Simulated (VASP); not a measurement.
# Hf2B (P6_3/mmc) in VASP: further runs

The runs below take Hf2B through single point, relaxation of cell and atoms, with PBEsol.

All numbers are computed with VASP 6.6.1; they aren't measurements. Logs are shortened: lines on timing, memory, paths and dates and some standing lists are left out, and cuts for length are marked.

## 1. The cell of the first run

The structure is hexagonal, space group P6_3/mmc (No. 194). Conventional cell: a = 4.413 Å, b = 4.413 Å, c = 5.446 Å, α = 90.00°, β = 90.00°, γ = 120.00°. Within 3.4 Å of Hf (site symmetry -6m2) lie 5 B at 2.55 to 2.72 Å and 6 Hf at 2.89 Å. Hf (site symmetry -3m) has 8 Hf at 2.72 to 2.89 Å and 6 B at 2.89 Å within 3.6 Å. B (site symmetry -6m2) has 11 Hf at 2.55 to 2.89 Å within 3.4 Å.

## 2. Single point, PBEsol

Input file INCAR:

```
PREC = Accurate ; ENCUT = 520
EDIFF = 1E-6 ; ISMEAR = 0
SIGMA = 0.1 ; LREAL = F
LASPH = T ; NELM = 80
ALGO = Fast ; ISIF = 2
LWAVE = F ; LCHARG = F
GGA = PS ; NBANDS = 32
```

Input file KPOINTS:

```
regular mesh
0
Gamma
  12 12 8
```

Input file POSCAR:

```
Hf2B
1.0
    4.4129438602      0.0000000000      0.0000000000
   -2.2064719301      3.8217214884      0.0000000000
    0.0000000000      0.0000000000      5.4459017273
Hf B
4 2
Direct
    0.3333333333      0.6666666667      0.7500000000
    0.6666666667      0.3333333333      0.2500000000
    0.0000000000      0.0000000000      0.0000000000
    0.0000000000      0.0000000000      0.5000000000
    0.3333333333      0.6666666667      0.2500000000
    0.6666666667      0.3333333333      0.7500000000
```

Potentials or basis: VASP PAW PBE potentials, release 64 (Hf_pv, B).

Command:

```console
$ cat potpaw_PBE.64/Hf_pv/POTCAR potpaw_PBE.64/B/POTCAR > POTCAR
$ mpirun -np 1 vasp_std > vasp.out
```

OUTCAR:

```text
PREC = Accurate
   ENCUT = 520
   EDIFF = 1E-6
   ISMEAR = 0
   LREAL = F
   LASPH = T
   NELM = 80
   ISIF = 2
   GGA = PS

 ion  position               nearest neighbor table
   1  0.333  0.667  0.750-   6 2.55   6 2.55   6 2.55   5 2.72   5 2.72   3 2.89   4 2.89   4 2.89
                             3 2.89   4 2.89   3 2.89   2 3.73   2 3.73   2 3.73   2 3.73   2 3.73
   2  0.667  0.333  0.250-   5 2.55   5 2.55   5 2.55   6 2.72   6 2.72   3 2.89   4 2.89   3 2.89
                             4 2.89   3 2.89   4 2.89   1 3.73   1 3.73   1 3.73   1 3.73   1 3.73
   3  0.000  0.000  0.000-   4 2.72   4 2.72   1 2.89   5 2.89   6 2.89   2 2.89   1 2.89   5 2.89
                             2 2.89   6 2.89   2 2.89   6 2.89   1 2.89   5 2.89
   4  0.000  0.000  0.500-   3 2.72   3 2.72   1 2.89   5 2.89   6 2.89   2 2.89   1 2.89   5 2.89
                             2 2.89   6 2.89   2 2.89   6 2.89   1 2.89   5 2.89
   5  0.333  0.667  0.250-   2 2.55   2 2.55   2 2.55   1 2.72   1 2.72   3 2.89   4 2.89   4 2.89
                             3 2.89   4 2.89   3 2.89
   6  0.667  0.333  0.750-   1 2.55   1 2.55   1 2.55   2 2.72   2 2.72   3 2.89   4 2.89   3 2.89
                             4 2.89   3 2.89   4 2.89

  LATTYP: Found a hexagonal cell.
 ALAT       =     4.4129438602
 C/A-ratio  =     1.2340745543

  Lattice vectors:

 A1 = (   4.4129438602,   0.0000000000,   0.0000000000)
 A2 = (  -2.2064719301,   3.8217214884,   0.0000000000)
 A3 = (   0.0000000000,   0.0000000000,   5.4459017273)

Analysis of symmetry for initial positions (statically):
=====================================================================
 Subroutine PRICEL returns:
 Original cell was already a primitive cell.

 Routine SETGRP: Setting up the symmetry group for a
 hexagonal supercell.

 Subroutine GETGRP returns: Found 24 space group operations
 (whereof 12 operations were pure point group operations)
 out of a pool of 24 trial point group operations.

The static configuration has the point symmetry D_3d.
 The point group associated with its full space group is D_6h.

Analysis of symmetry for dynamics (positions and initial velocities):
=====================================================================
 Subroutine PRICEL returns:
 Original cell was already a primitive cell.

 Routine SETGRP: Setting up the symmetry group for a
 hexagonal supercell.

 Subroutine GETGRP returns: Found 24 space group operations
 (whereof 12 operations were pure point group operations)
 out of a pool of 24 trial point group operations.

The dynamic configuration has the point symmetry D_3d.
[... 113 lines left out ...]
   NFREE  =      0    steps in history (QN), initial steepest desc. (CG)
   ISIF   =      2    stress and relaxation
   ISYM   =      2    0-nonsym 1-usesym 2-fastsym
   POTIM  = 0.5000    time-step for ionic-motion
   TEBEG  =    0.0;   TEEND  =   0.0 temperature during run
   PSTRESS=    0.0 pullay stress
   NELECT =      46.0000    total number of electrons
   NUPDOWN=      -1.0000    fix difference up-down
   EMIN   =  10.00;   EMAX   =-10.00  energy-range for DOS
   EFERMI =   0.00;   METHOD = LEGACY
   ISMEAR =     0;   SIGMA  =   0.10  broadening in eV -4-tet -1-fermi 0-gaus
   EFERMI_NEDOS =   21; number of points for ismear=-14 and -15
   IALGO  =     68    algorithm
   IMIX   =      4    mixing-type and parameters
     AMIX     =   0.40;   BMIX     =  1.00
     AMIX_MAG =   1.60;   BMIX_MAG =  1.00
  volume/ion in A,a.u.               =      15.31       103.30
  Fermi-wavevector in a.u.,A,eV,Ry     =   1.300095  2.456823 22.997200  1.690247
  Thomas-Fermi vector in A             =   2.431316
   LORBIT       =      0    0 simple, 1 ext, 2 COOP (PROOUT), +10 PAW based schemes
   GGA     = PS    functional components
   LHFCALC =     F    Hartree Fock is set to
   AEXX    =    0.0000 exact exchange contribution
   IVDW    =     0    specifies the selected vdW correction
   LEPSILON=     F    determine dielectric tensor
   LRPA    =     F    only Hartree local field effects (RPA)
 non-spin polarized calculation
 RMM-DIIS sequential band-by-band and
 Gauss-broadening in eV      SIGMA  =   0.10
  energy-cutoff  :      520.00
  volume of cell :       91.85
 maximum number of plane-waves:      2498
 NGX is ok and might be reduce to    36
   NGX = 17   NGY = 17   NGZ = 21

 number of electron      46.0000005 magnetization

 Free energy of the ion-electron system (eV)
  ---------------------------------------------------
  ext. energy  EPLUGINS =         0.00000000
  ---------------------------------------------------
  free energy    TOTEN  =       -55.85435373 eV

  energy without entropy =      -55.83373102  energy(sigma->0) =      -55.84404238

 E-fermi :   5.5188     XC(G=0): -12.0932

 val. band max:        5.5138453598   @ k =   0.2500   0.2500   0.0000
 cond. band min:       5.5307902147   @ k =   0.1667   0.0833   0.3750
 fundamental gap:      0.0169448548
 Fermi energy:         5.5187932852

 k-point     1 :       0.0000    0.0000    0.0000
  band No.  band energies     occupation
      1     -25.2259      2.00000
      2     -24.8714      2.00000
      3     -24.8714      2.00000
      4     -24.5349      2.00000
      5     -24.4484      2.00000
      6     -24.4484      2.00000
[... 829 lines left out ...]
     31      10.0217      0.00000
     32      10.0938      0.00000

 [... further k-points ...]

------------------------ aborting loop because EDIFF is reached ----------------------------------------

  FORCE on cell =-STRESS in cart. coord.  units (eV):
  Direction    XX          YY          ZZ          XY          YZ          ZX
  --------------------------------------------------------------------------------------
  -------------------------------------------------------------------------------------
  Total       -0.2221867     -0.2221867     -0.2310381     -0.0000000      0.0000000      0.0000000
  in kB       -3.8758897     -3.8758897     -4.0302956     -0.0000000      0.0000000      0.0000000
  external PRESSURE =      -3.9273583 kB  Pullay stress =       0.0000000 kB

 VOLUME and BASIS-vectors are now :
 -----------------------------------------------------------------------------
  energy-cutoff  :      520.00
  volume of cell :       91.85
      direct lattice vectors                 reciprocal lattice vectors
     4.412943860  0.000000000  0.000000000     0.226606101  0.130831093  0.000000000
    -2.206471930  3.821721488  0.000000000     0.000000000  0.261662186  0.000000000
     0.000000000  0.000000000  5.445901727     0.000000000  0.000000000  0.183624320

 POSITION                                       TOTAL-FORCE (eV/Angst)
 -----------------------------------------------------------------------------------
     -0.00000      2.54781      4.08443         0.000000     -0.000000      0.000000
      2.20647      1.27391      1.36148         0.000000      0.000000      0.000000
      0.00000      0.00000      0.00000         0.000000      0.000000      0.000000
      0.00000      0.00000      2.72295         0.000000      0.000000      0.000000
     -0.00000      2.54781      1.36148        -0.000000      0.000000      0.000000
      2.20647      1.27391      4.08443         0.000000      0.000000      0.000000
 -----------------------------------------------------------------------------------
    total drift:                               -0.000000      0.000000     -0.000000

  FREE ENERGIE OF THE ION-ELECTRON SYSTEM (eV)
  ---------------------------------------------------
  free  energy   TOTEN  =       -55.8543537317 eV

  energy  without entropy=      -55.8337310212  energy(sigma->0) =      -55.84404238
```

OSZICAR:

```text
N       E                     dE             d eps       ncg     rms          rms(c)
DAV:   1     0.172902735580E+03    0.17290E+03   -0.24739E+04  6104   0.139E+03
DAV:   2    -0.479426657546E+02   -0.22085E+03   -0.20927E+03  7064   0.338E+02
DAV:   3    -0.586456347871E+02   -0.10703E+02   -0.10259E+02  8264   0.484E+01
DAV:   4    -0.588076123156E+02   -0.16198E+00   -0.16133E+00  7592   0.593E+00
DAV:   5    -0.588105551395E+02   -0.29428E-02   -0.29413E-02  7840   0.742E-01    0.928E+01
RMM:   6    -0.559446352352E+02    0.28659E+01   -0.74621E+00  6825   0.865E+00    0.623E+01
RMM:   7    -0.559975479955E+02   -0.52913E-01   -0.45904E+00  7674   0.827E+00    0.563E+00
RMM:   8    -0.558680058679E+02    0.12954E+00   -0.46631E-01  6986   0.327E+00    0.285E+00
RMM:   9    -0.558562693849E+02    0.11736E-01   -0.17762E-01  7689   0.157E+00    0.833E-01
RMM:  10    -0.558542545908E+02    0.20148E-02   -0.23574E-02  7828   0.605E-01    0.488E-01
RMM:  11    -0.558543146545E+02   -0.60064E-04   -0.57030E-03  8766   0.244E-01    0.109E-01
RMM:  12    -0.558543497759E+02   -0.35121E-04   -0.99872E-04  8532   0.988E-02    0.575E-02
RMM:  13    -0.558543529705E+02   -0.31946E-05   -0.13816E-04  7993   0.488E-02    0.284E-02
RMM:  14    -0.558543536899E+02   -0.71935E-06   -0.42132E-05  8148   0.211E-02    0.165E-02
RMM:  15    -0.558543537317E+02   -0.41823E-07   -0.90293E-06  6980   0.978E-03
   1 F= -.55854354E+02 E0= -.55844042E+02  d E =-.206227E-01
```

stdout:

```text
POSCAR found type information on POSCAR HfB
 POSCAR found :  2 types and       6 ions
 scaLAPACK will be used
 -----------------------------------------------------------------------------
|                                                                             |
|                                                                             |
|     You enforced a specific xc type in the INCAR file but a different       |
|     I HOPE YOU KNOW WHAT YOU ARE DOING!                                     |
|                                                                             |
 -----------------------------------------------------------------------------

 LDA part: xc-table for (Slater+PW92), standard interpolation
 POSCAR, INCAR and KPOINTS ok, starting setup
 FFT: planning ... GRIDC
 FFT: planning ... GRID_SOFT
 FFT: planning ... GRID
 WAVECAR not read
 entering main loop
```

It took 2.1 min on 1 thread of Intel Xeon 6975P-C (Granite Rapids), shared host; peak memory 0.38 GiB.

What came out:

```yaml
Free_energy: -55.8544 eV
Pressure: -0.4 GPa
Band_gap_on_the_k_mesh: zero (bands 23 and 24 overlap by 0.98 eV)
```

Levels at points of the mesh, in eV from the Fermi level:
```
           k point  band 21  band 22  band 23  band 24  band 25  band 26  band 27  band 28
(0.00, 0.00, 0.00)    -1.62    -1.62    -0.49    -0.49     1.70     3.07     3.15     3.15
(0.50, 0.00, 0.00)    -1.20    -0.77     0.06     0.08     0.96     1.17     2.03     2.25
(0.00, 0.00, 0.50)    -0.55    -0.55    -0.55    -0.55     1.41     1.41     4.56     4.56
(0.50, 0.00, 0.50)    -0.60    -0.60    -0.13    -0.13     1.32     1.32     2.29     2.29
```

Caveat: the PAW data sets were made with another functional, which shifts forces and pressure a little; spin-orbit coupling is left out, which moves the levels of the heavy elements.

## 3. Relaxation of cell and atoms, PBEsol

This run uses another cell than the first one, of 15.00 Å³/atom.

Input file INCAR:

```
ALGO = Fast ; EDIFF = 1E-6
EDIFFG = -0.01 ; ENCUT = 600
GGA = PS ; IBRION = 2
ISIF = 3 ; ISMEAR = 0
LASPH = True ; LCHARG = False
LREAL = False ; LWAVE = False
NELM = 80 ; NSW = 80
PREC = Accurate ; SIGMA = 0.1
```

Input file KPOINTS:

```
k-points
0
Gamma
  12 12 8
```

Changes to POSCAR since step 2:

```diff
@@ -2,5 +2,5 @@
 1.0
-    4.4129438602      0.0000000000      0.0000000000
-   -2.2064719301      3.8217214884      0.0000000000
-    0.0000000000      0.0000000000      5.4459017273
+    4.4193360110      0.0000000000      0.0000000000
+   -2.2096680055      3.8272572534      0.0000000000
+    0.0000000000      0.0000000000      5.3195994528
 Hf B
```

Potentials or basis: VASP PAW PBE potentials, release 64 (Hf_pv, B).

Command:

```console
$ cat potpaw_PBE.64/Hf_pv/POTCAR potpaw_PBE.64/B/POTCAR > POTCAR
$ mpirun -np 1 vasp_std > vasp.out
```

Run time: 7.4 min. Hardware: 1 thread of Intel Xeon 6975P-C (Granite Rapids), shared host; peak memory 0.4 GiB.

It converged, with:

```
Free energy                           : -55.8566 eV
Relaxed volume                        : 15.26 Å³/atom
Relaxed cell                          : a = 4.410 Å, b = 4.410 Å, c = 5.438 Å, α = 90.00°, β = 90.00°, γ = 120.00°
Space group after relaxing (to 0.1 Å) : P6_3/mmc (No. 194)
Energy gained by relaxing             : 4.9 meV/atom
Ionic steps                           : 5
Pressure after relaxing               : 0.1 GPa
Band gap on the k mesh                : zero (bands 23 and 24 overlap by 0.99 eV)
```

The path:
```
step  energy change (eV)  largest force (eV/Å)  pressure (GPa)  volume (Å³)
   1              0.0000                0.0000            2.77        89.98
   2             -0.0101                0.0000           -2.92        93.39
   3             -0.0220                0.0000           -0.59        91.92
   4             -0.0285                0.0000           -0.13        91.67
   5             -0.0291                0.0000            0.06        91.58
```

Final structure:
```
Hf B
1.0
     4.40959    0.00000    0.00000
    -2.20479    3.81881    0.00000
     0.00000    0.00000    5.43818
Hf B
4 2
Direct
  0.33333 0.66667 0.75000
  0.66667 0.33333 0.25000
  0.00000 0.00000 0.00000
  0.00000 0.00000 0.50000
  0.33333 0.66667 0.25000
  0.66667 0.33333 0.75000
```

Levels at points of the mesh, in eV from the Fermi level:
```tsv
k point	band 21	band 22	band 23	band 24	band 25	band 26	band 27
(0.00, 0.00, 0.00)	-1.63	-1.63	-0.49	-0.49	1.71	3.09	3.16
(0.50, 0.00, 0.00)	-1.21	-0.77	0.06	0.07	0.97	1.18	2.05
(0.00, 0.00, 0.50)	-0.55	-0.55	-0.55	-0.55	1.43	1.43	4.57
(0.50, 0.00, 0.50)	-0.60	-0.60	-0.13	-0.13	1.33	1.33	2.30
```

Caveat: the PAW data sets were made with another functional, which shifts forces and pressure a little; spin-orbit coupling is left out, which moves the levels of the heavy elements. Zero-point motion and thermal expansion aren't in these numbers.
